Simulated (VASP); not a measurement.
# W (I4/mmm) in VASP: a series of runs

The runs below take W through single point, with LDA.

Program: VASP 6.6.1. These are calculated values, not measurements. Logs are shortened: lines on timing, memory, paths and dates and some standing lists are left out, and cuts for length are marked.

## Step 1: The cell of the first run

The structure is tetragonal, space group I4/mmm (No. 139). The conventional cell has a = 3.134 Å, b = 3.134 Å, c = 3.091 Å, α = 90.00°, β = 90.00°, γ = 90.00°. Within 3.6 Å of W (site symmetry 4/mmm) lie 14 W at 2.70 to 3.13 Å.

## Step 2: Single point, LDA (15.18 Å³/atom)

INCAR reads:

```
ALGO = Fast ; EDIFF = 1E-7
ENCUT = 520 ; GGA = CA
ISIF = 2 ; ISMEAR = 0
LASPH = T ; LCHARG = T
LELF = T ; LREAL = F
LVHAR = T ; LWAVE = F
NBANDS = 13 ; NELM = 100
PREC = Accurate ; SIGMA = 0.15
```

KPOINTS reads:

```
k-points
0
Gamma
  22 22 22
```

POSCAR reads:

```
W
1.0
    0.0000000000      2.2158913375      1.5453626188
    2.2158913375      0.0000000000      1.5453626188
    2.2158913375      2.2158913375      0.0000000000
W
1
Direct
    0.0000000000      0.0000000000      0.0000000000
```

Potentials or basis: VASP PAW LDA potentials, release 64 (W_sv).

The run is started by

```
$ cat potpaw_LDA.64/W_sv/POTCAR > POTCAR
$ mpirun -np 1 vasp_std > vasp.out
```

OUTCAR:

```text
EDIFF = 1E-7
   ENCUT = 520
   GGA = CA
   ISIF = 2
   ISMEAR = 0
   LASPH = T
   LREAL = F
   NELM = 100
   PREC = Accurate

 ion  position               nearest neighbor table
   1  0.000  0.000  0.000-

  LATTYP: Found a body centered tetragonal cell.
 ALAT       =     3.1337435822
 C/A-ratio  =     0.9862725384

  Lattice vectors:

 A1 = (   0.0000000000,  -2.2158913375,  -1.5453626188)
 A2 = (   0.0000000000,   2.2158913375,  -1.5453626188)
 A3 = (   2.2158913375,   0.0000000000,   1.5453626188)

Analysis of symmetry for initial positions (statically):
=====================================================================
 Subroutine PRICEL returns:
 Original cell was already a primitive cell.

 Routine SETGRP: Setting up the symmetry group for a
 body centered tetragonal supercell.

 Subroutine GETGRP returns: Found 16 space group operations
 (whereof 16 operations were pure point group operations)
 out of a pool of 16 trial point group operations.

The static configuration has the point symmetry D_4h.

Analysis of symmetry for dynamics (positions and initial velocities):
=====================================================================
 Subroutine PRICEL returns:
 Original cell was already a primitive cell.

 Routine SETGRP: Setting up the symmetry group for a
 body centered tetragonal supercell.

 Subroutine GETGRP returns: Found 16 space group operations
 (whereof 16 operations were pure point group operations)
 out of a pool of 16 trial point group operations.

The dynamic configuration has the point symmetry D_4h.

 Subroutine INISYM returns: Found 16 space group operations
 (whereof 16 operations are pure point group operations),
 and found     1 'primitive' translations

----------------------------------------------------------------------------------------

                                     Primitive cell

  volume of cell :      15.1760

  direct lattice vectors                    reciprocal lattice vectors
     0.000000000  2.215891338  1.545362619    -0.225642833  0.225642833  0.323548657
     2.215891338  0.000000000  1.545362619     0.225642833 -0.225642833  0.323548657
     2.215891338  2.215891338  0.000000000     0.225642833  0.225642833 -0.323548657

  length of vectors
     2.701540309  2.701540309  3.133743582     0.454437135  0.454437135  0.454437135

  position of ions in fractional coordinates (direct lattice)
     0.000000000  0.000000000  0.000000000

  ion indices of the primitive-cell ions
   primitive index   ion index
                 1           1

----------------------------------------------------------------------------------------

 KPOINTS: k-points

Automatic generation of k-mesh.
 Grid dimensions read from file:
 generate k-points for:   22   22   22

 Generating k-lattice:

  Cartesian coordinates                     Fractional coordinates (reciprocal lattice)
    -0.010256492  0.010256492  0.014706757     0.045454545 -0.000000000  0.000000000
     0.010256492 -0.010256492  0.014706757    -0.000000000  0.045454545  0.000000000
     0.010256492  0.010256492 -0.014706757     0.000000000  0.000000000  0.045454545

  Length of vectors
     0.020656233  0.020656233  0.020656233

  Shift w.r.t. Gamma in fractional coordinates (k-lattice)
     0.000000000  0.000000000  0.000000000

 Subroutine IBZKPT returns following result:
 ===========================================

 Found    834 irreducible k-points:

 Following reciprocal coordinates:
            Coordinates               Weight
  0.000000  0.000000  0.000000      1.000000
  0.045455  0.000000  0.000000      8.000000
  0.090909  0.000000  0.000000      8.000000
  0.136364  0.000000  0.000000      8.000000
  0.181818  0.000000  0.000000      8.000000
  0.227273  0.000000  0.000000      8.000000
[... 16 lines left out ...]
  0.500000  0.045455  0.000000      8.000000
 -0.454545  0.045455  0.000000      8.000000
 [... further k-points ...]
   k-points           NKPTS =    834   k-points in BZ     NKDIM =    834   number of bands    NBANDS=     13
   number of dos      NEDOS =    301   number of ions     NIONS =      1
   total plane-waves  NPLWV =   9600
   dimension x,y,z NGX =    20 NGY =   20 NGZ =   24
   dimension x,y,z NGXF=    40 NGYF=   40 NGZF=   48
   ions per type =               1
   NGX,Y,Z   is equivalent  to a cutoff of  12.31, 12.31, 12.73 a.u.
   NGXF,Y,Z  is equivalent  to a cutoff of  24.61, 24.61, 25.46 a.u.
 SYSTEM =  unknown system
   PREC   = accura    normal or accurate (medium, high low for compatibility)
   ISTART =      0    job   : 0-new  1-cont  2-samecut
   ICHARG =      2    charge: 1-file 2-atom 10-const
   ISPIN  =      1    spin polarized calculation?
   LNONCOLLINEAR =      F non collinear calculations
   LSORBIT =      F    spin-orbit coupling
   LASPH  =      T    aspherical Exc in radial PAW
   ENCUT  =  520.0 eV  38.22 Ry    6.18 a.u.   5.02  5.02  5.83*2*pi/ulx,y,z
   NELM   =    100;   NELMIN=  2; NELMDL= -5     # of ELM steps
   EDIFF  = 0.1E-06   stopping-criterion for ELM
   LREAL  =      F    real-space projection
   EDIFFG = 0.1E-05   stopping-criterion for IOM
   NSW    =      0    number of steps for IOM
   IBRION =     -1    ionic relax: 0-MD 1-quasi-New 2-CG
   NFREE  =      0    steps in history (QN), initial steepest desc. (CG)
   ISIF   =      2    stress and relaxation
   ISYM   =      2    0-nonsym 1-usesym 2-fastsym
   POTIM  = 0.5000    time-step for ionic-motion
   TEBEG  =    0.0;   TEEND  =   0.0 temperature during run
   PSTRESS=    0.0 pullay stress
   NELECT =      14.0000    total number of electrons
   NUPDOWN=      -1.0000    fix difference up-down
   EMIN   =  10.00;   EMAX   =-10.00  energy-range for DOS
   EFERMI =   0.00;   METHOD = LEGACY
   ISMEAR =     0;   SIGMA  =   0.15  broadening in eV -4-tet -1-fermi 0-gaus
   EFERMI_NEDOS =   21; number of points for ismear=-14 and -15
   IALGO  =     68    algorithm
   IMIX   =      4    mixing-type and parameters
     AMIX     =   0.40;   BMIX     =  1.00
     AMIX_MAG =   1.60;   BMIX_MAG =  1.00
  volume/ion in A,a.u.               =      15.18       102.41
  Fermi-wavevector in a.u.,A,eV,Ry     =   1.593670  3.011600 34.555861  2.539784
  Thomas-Fermi vector in A             =   2.691864
   LORBIT       =      0    0 simple, 1 ext, 2 COOP (PROOUT), +10 PAW based schemes
   GGA     = CA    functional components
   LHFCALC =     F    Hartree Fock is set to
   AEXX    =    0.0000 exact exchange contribution
   IVDW    =     0    specifies the selected vdW correction
   LEPSILON=     F    determine dielectric tensor
   LRPA    =     F    only Hartree local field effects (RPA)
 non-spin polarized calculation
 RMM-DIIS sequential band-by-band and
 Gauss-broadening in eV      SIGMA  =   0.15
  energy-cutoff  :      520.00
  volume of cell :       15.18
 maximum number of plane-waves:       420
   NGX =  9   NGY =  9   NGZ = 11

 number of electron      13.9999999 magnetization

 Free energy of the ion-electron system (eV)
  ---------------------------------------------------
  ext. energy  EPLUGINS =         0.00000000
  ---------------------------------------------------
  free energy    TOTEN  =       -14.09567231 eV

  energy without entropy =      -14.08896458  energy(sigma->0) =      -14.09231845

 E-fermi :  11.9865     XC(G=0): -14.0752

 val. band max:       11.9849254352   @ k =   0.1364   0.1364   0.0000
 cond. band min:      11.9960699632   @ k =   0.4545   0.0000   0.4091
 fundamental gap:      0.0111445280
 Fermi energy:        11.9864899096

 k-point     1 :       0.0000    0.0000    0.0000
  band No.  band energies     occupation
      1     -61.7280      2.00000
      2     -25.4663      2.00000
      3     -25.4663      2.00000
      4     -25.4603      2.00000
      5       2.1858      2.00000
      6      10.5031      2.00000
      7      10.6967      2.00000
      8      10.6967      2.00000
      9      14.1232      0.00000
     10      14.3885      0.00000
     11      26.5456      0.00000
     12      26.5456      0.00000
     13      26.8212      0.00000

 k-point     2 :       0.0455    0.0000    0.0000
  band No.  band energies     occupation
      1     -61.7246      2.00000
      2     -25.4970      2.00000
      3     -25.4767      2.00000
      4     -25.4634      2.00000
      5       2.2932      2.00000
      6      10.4911      2.00000
      7      10.6816      2.00000
      8      10.7450      2.00000
      9      14.0898      0.00000
     10      14.3133      0.00000
     11      26.7070      0.00000
     12      26.7270      0.00000
     13      27.0282      0.00000

 k-point     3 :       0.0909    0.0000    0.0000
  band No.  band energies     occupation
      1     -61.7148      2.00000
      2     -25.5938      2.00000
      3     -25.5070      2.00000
      4     -25.4646      2.00000
      5       2.6068      2.00000
      6      10.3325      2.00000
      7      10.6223      2.00000
      8      11.0214      2.00000
      9      13.9141      0.00000
     10      14.2359      0.00000
     11      27.0122      0.00000
     12      27.2593      0.00000
     13      27.7214      0.00000
[... 305 lines left out ...]
 k-point    23 :       0.5000    0.0455    0.0000
  band No.  band energies     occupation
      1     -61.5569      2.00000
      2     -26.9632      2.00000
      3     -25.9714      2.00000
      4     -25.5029      2.00000
      5       5.5131      2.00000
      6       8.2067      2.00000
      7      12.4804      0.00000
      8      14.0222      0.00000
      9      15.7921      0.00000
     10      18.4912      0.00000
     11      23.6874      0.00000
     12      24.1115      0.00000
     13      29.2079      0.00000

 k-point    24 :      -0.4545    0.0455    0.0000
  band No.  band energies     occupation
      1     -61.5605      2.00000
      2     -26.9347      2.00000
      3     -25.9620      2.00000
      4     -25.5021      2.00000
      5       5.5341      2.00000
      6       8.2480      2.00000
      7      12.2030      0.04120
      8      14.0823      0.00000
      9      15.6448      0.00000
     10      18.1786      0.00000
     11      23.8537      0.00000
     12      24.4388      0.00000
     13      29.6402      0.00000

 [... further k-points ...]

------------------------ aborting loop because EDIFF is reached ----------------------------------------

  FORCE on cell =-STRESS in cart. coord.  units (eV):
  Direction    XX          YY          ZZ          XY          YZ          ZX
  --------------------------------------------------------------------------------------
  -------------------------------------------------------------------------------------
  Total        0.5534343      0.5534343      0.9934087      0.0000000      0.0000000      0.0000000
  in kB       58.4277783     58.4277783    104.8772370      0.0000000      0.0000000      0.0000000
  external PRESSURE =      73.9109312 kB  Pullay stress =       0.0000000 kB

 VOLUME and BASIS-vectors are now :
 -----------------------------------------------------------------------------
  energy-cutoff  :      520.00
  volume of cell :       15.18
      direct lattice vectors                 reciprocal lattice vectors
     0.000000000  2.215891338  1.545362619    -0.225642833  0.225642833  0.323548657
     2.215891338  0.000000000  1.545362619     0.225642833 -0.225642833  0.323548657
     2.215891338  2.215891338  0.000000000     0.225642833  0.225642833 -0.323548657

 POSITION                                       TOTAL-FORCE (eV/Angst)
 -----------------------------------------------------------------------------------
      0.00000      0.00000      0.00000         0.000000     -0.000000      0.000000
 -----------------------------------------------------------------------------------
    total drift:                               -0.000000     -0.000000     -0.000000

  FREE ENERGIE OF THE ION-ELECTRON SYSTEM (eV)
  ---------------------------------------------------
  free  energy   TOTEN  =       -14.0956723117 eV

  energy  without entropy=      -14.0889645789  energy(sigma->0) =      -14.09231845
```

Run time: 3 min. Hardware: 1 thread of AMD EPYC 7R43 (Zen 3), shared host; peak memory 0.21 GiB.

Results:

```
Free energy            : -14.0957 eV
Pressure               : 7.4 GPa
Band gap on the k mesh : zero (bands 7 and 8 overlap by 6.75 eV)
```

Stress tensor (GPa, compression positive):
```
 5.84  0.00  0.00
 0.00  5.84  0.00
 0.00  0.00 10.49
```

Caveat: the cell stands under pressure; spin-orbit coupling is left out, which moves the levels of the heavy elements.

## Step 3: Single point, LDA (15.18 Å³/atom)

INCAR reads:

```
SYSTEM = W
PREC = Accurate ; ENCUT = 520
EDIFF = 1E-6 ; ISMEAR = 0
SIGMA = 0.15 ; LREAL = .False.
LASPH = .True. ; NELM = 100
ALGO = Fast ; ISIF = 2
LWAVE = .False. ; LCHARG = .False.
NBANDS = 13
```

KPOINTS reads:

```
regular mesh
0
Gamma
  22 22 22
  0 0 0
```

POSCAR reads:

```
W
1.0
    0.0000000000      2.2542513208      1.4932160749
    2.2542513208      0.0000000000      1.4932160749
    2.2542513208      2.2542513208      0.0000000000
W
1
Direct
    0.0000000000      0.0000000000      0.0000000000
```

Potentials or basis: VASP PAW LDA potentials, release 64 (W_sv).

The run is started by

```
$ cat potpaw_LDA.64/W_sv/POTCAR > POTCAR
$ mpirun -np 1 vasp_std > vasp.out
```

OUTCAR:

```text
SYSTEM = W
   PREC = Accurate
   ENCUT = 520
   EDIFF = 1E-6
   ISMEAR = 0
   LREAL = .False.
   LASPH = .True.
   NELM = 100
   ISIF = 2

 ion  position               nearest neighbor table
   1  0.000  0.000  0.000-

  LATTYP: Found a body centered tetragonal cell.
 ALAT       =     3.1879927909
 C/A-ratio  =     0.9367750637

  Lattice vectors:

 A1 = (   0.0000000000,  -2.2542513208,  -1.4932160749)
 A2 = (   0.0000000000,   2.2542513208,  -1.4932160749)
 A3 = (   2.2542513208,   0.0000000000,   1.4932160749)

Analysis of symmetry for initial positions (statically):
=====================================================================
 Subroutine PRICEL returns:
 Original cell was already a primitive cell.

 Routine SETGRP: Setting up the symmetry group for a
 body centered tetragonal supercell.

 Subroutine GETGRP returns: Found 16 space group operations
 (whereof 16 operations were pure point group operations)
 out of a pool of 16 trial point group operations.

The static configuration has the point symmetry D_4h.

Analysis of symmetry for dynamics (positions and initial velocities):
=====================================================================
 Subroutine PRICEL returns:
 Original cell was already a primitive cell.

 Routine SETGRP: Setting up the symmetry group for a
 body centered tetragonal supercell.

 Subroutine GETGRP returns: Found 16 space group operations
 (whereof 16 operations were pure point group operations)
 out of a pool of 16 trial point group operations.

The dynamic configuration has the point symmetry D_4h.

 Subroutine INISYM returns: Found 16 space group operations
 (whereof 16 operations are pure point group operations),
 and found     1 'primitive' translations

----------------------------------------------------------------------------------------

                                     Primitive cell
[... 115 lines left out ...]
   LHFCALC =     F    Hartree Fock is set to
   AEXX    =    0.0000 exact exchange contribution
   IVDW    =     0    specifies the selected vdW correction
   LEPSILON=     F    determine dielectric tensor
   LRPA    =     F    only Hartree local field effects (RPA)
 non-spin polarized calculation
 RMM-DIIS sequential band-by-band and
 Gauss-broadening in eV      SIGMA  =   0.15
  energy-cutoff  :      520.00
  volume of cell :       15.18
 maximum number of plane-waves:       422
   NGX =  9   NGY =  9   NGZ = 11

 number of electron      13.9999999 magnetization

 Free energy of the ion-electron system (eV)
  ---------------------------------------------------
  ext. energy  EPLUGINS =         0.00000000
  ---------------------------------------------------
  free energy    TOTEN  =       -14.05076391 eV

  energy without entropy =      -14.04560576  energy(sigma->0) =      -14.04818483

 E-fermi :  11.9796     XC(G=0): -14.0742

 val. band max:       11.9726931562   @ k =   0.3636   0.2273   0.0455
 cond. band min:      11.9839142016   @ k =   0.1818   0.0000   0.0455
 fundamental gap:      0.0112210454
 Fermi energy:        11.9796001534

 k-point     1 :       0.0000    0.0000    0.0000
  band No.  band energies     occupation
      1     -61.7249      2.00000
      2     -25.4753      2.00000
      3     -25.4753      2.00000
      4     -25.4329      2.00000
      5       2.1867      2.00000
      6      10.0463      2.00000
      7      10.9949      2.00000
      8      10.9949      2.00000
      9      13.5665      0.00000
     10      14.8505      0.00000
     11      26.2477      0.00000
     12      26.2477      0.00000
     13      27.5847      0.00000
[... 354 lines left out ...]
  band No.  band energies     occupation
      1     -61.5541      2.00000
      2     -26.9213      2.00000
      3     -25.9843      2.00000
      4     -25.5255      2.00000
      5       5.5423      2.00000
      6       8.0366      2.00000
      7      12.3807      0.00016
      8      14.1268      0.00000
      9      15.9581      0.00000
     10      18.1838      0.00000
     11      23.7749      0.00000
     12      24.7818      0.00000
     13      29.2045      0.00000

 [... further k-points ...]

------------------------ aborting loop because EDIFF is reached ----------------------------------------

  FORCE on cell =-STRESS in cart. coord.  units (eV):
  Direction    XX          YY          ZZ          XY          YZ          ZX
  --------------------------------------------------------------------------------------
  -------------------------------------------------------------------------------------
  Total        0.0248437      0.0248437      2.2544432      0.0000000      0.0000000      0.0000000
  in kB        2.6228288      2.6228288    238.0085506      0.0000000      0.0000000      0.0000000
  external PRESSURE =      81.0847361 kB  Pullay stress =       0.0000000 kB

 VOLUME and BASIS-vectors are now :
 -----------------------------------------------------------------------------
  energy-cutoff  :      520.00
  volume of cell :       15.18
      direct lattice vectors                 reciprocal lattice vectors
     0.000000000  2.254251321  1.493216075    -0.221803131  0.221803131  0.334847721
     2.254251321  0.000000000  1.493216075     0.221803131 -0.221803131  0.334847721
     2.254251321  2.254251321  0.000000000     0.221803131  0.221803131 -0.334847721

 POSITION                                       TOTAL-FORCE (eV/Angst)
 -----------------------------------------------------------------------------------
      0.00000      0.00000      0.00000         0.000000      0.000000      0.000000
 -----------------------------------------------------------------------------------
    total drift:                                0.000000     -0.000000     -0.000000

  FREE ENERGIE OF THE ION-ELECTRON SYSTEM (eV)
  ---------------------------------------------------
  free  energy   TOTEN  =       -14.0507639088 eV

  energy  without entropy=      -14.0456057598  energy(sigma->0) =      -14.04818483
```

Run time: 2.8 min. Hardware: 1 thread of AMD EPYC 7R43 (Zen 3), shared host; peak memory 0.22 GiB.

Results:

```yaml
Free_energy: -14.0508 eV
Pressure: 8.1 GPa
Band_gap_on_the_k_mesh: zero (bands 7 and 8 overlap by 6.62 eV)
```

Caveat: the cell stands under pressure; spin-orbit coupling is left out, which moves the levels of the heavy elements.

(Part 1 of 2 ends here.)
